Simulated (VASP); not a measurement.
Set up this calculation in VASP 6.6.1, as the native input.

- Task: single point
- Functional: r2SCAN
- Potentials or basis: VASP PAW PBE potentials, release 64 (Mg, O)
- Cutoff: 520 eV
- k mesh: 6 × 6 × 6
- Occupations: fermi-dirac, width 0.02 eV
- Spin: no spin polarisation
- Dipole correction: no
- Further INCAR settings: ALGO = Normal; EDIFF = 1e-06; NBANDS = 11

The system is MgO (rock salt type).

```
CELL_PARAMETERS angstrom
0.00000 2.12500 2.12500
2.12500 0.00000 2.12500
2.12500 2.12500 0.00000
ATOMIC_POSITIONS crystal
Mg 0.00000 0.00000 0.00000
O 0.50000 0.50000 0.50000
```

The input as run:

POSCAR

```
MgO
1.0
    0.0000000000      2.1250000000      2.1250000000
    2.1250000000      0.0000000000      2.1250000000
    2.1250000000      2.1250000000      0.0000000000
Mg O
1 1
Direct
    0.0000000000      0.0000000000      0.0000000000
    0.5000000000      0.5000000000      0.5000000000
```

INCAR.step1

```
SYSTEM = MgO
ALGO     = Normal         ! electronic algorithm
EDIFF    = 1E-4           ! SCF threshold, eV
ENCUT    = 520            ! plane-wave cutoff, eV
GGA      = PE             ! functional
ISMEAR   = -1             ! smearing method
LASPH    = .TRUE.         ! aspherical terms in the spheres
LCHARG   = .FALSE.        ! write CHGCAR
LREAL    = .FALSE.        ! projectors in reciprocal space
LWAVE    = .TRUE.         ! write WAVECAR
NBANDS   = 11             ! bands
NELM     = 80             ! most SCF steps
PREC     = Accurate       ! precision mode
SIGMA    = 0.02           ! smearing width, eV
```

INCAR.step2

```
SYSTEM = MgO
ALGO     = Normal         ! electronic algorithm
EDIFF    = 1E-6           ! SCF threshold, eV
ENCUT    = 520            ! plane-wave cutoff, eV
ISIF     = 2              ! what is computed and relaxed
ISMEAR   = -1             ! smearing method
ISTART   = 1            
LASPH    = .TRUE.         ! aspherical terms in the spheres
LCHARG   = .FALSE.        ! write CHGCAR
LMIXTAU  = .TRUE.       
LREAL    = .FALSE.        ! projectors in reciprocal space
LWAVE    = .FALSE.        ! write WAVECAR
METAGGA  = R2SCAN         ! meta-GGA
NBANDS   = 11             ! bands
NELM     = 80             ! most SCF steps
PREC     = Accurate       ! precision mode
SIGMA    = 0.02           ! smearing width, eV
```

KPOINTS

```
k-points
0
G
  6 6 6
  0 0 0
```

Potentials or basis: VASP PAW PBE potentials, release 64 (Mg, O).

Run with:

```console
$ cat potpaw_PBE.64/Mg/POTCAR potpaw_PBE.64/O/POTCAR > POTCAR
$ cp INCAR.step1 INCAR
$ mpirun -np 1 vasp_std > vasp.out
$ cp INCAR.step2 INCAR
$ mpirun -np 1 vasp_std > vasp.out
```

It gave:

```json
{
 "Pressure": "-6.2 GPa",
 "Band gap on the k mesh": "5.34 eV, direct"
}
```

Caveat: the k points lie up to 0.43 Å⁻¹ apart; the PAW data sets were made with another functional, which shifts forces and pressure a little.

Wall time 38 s on 1 thread of AMD EPYC 9R45 (shared host), peak memory 0.11 GiB.
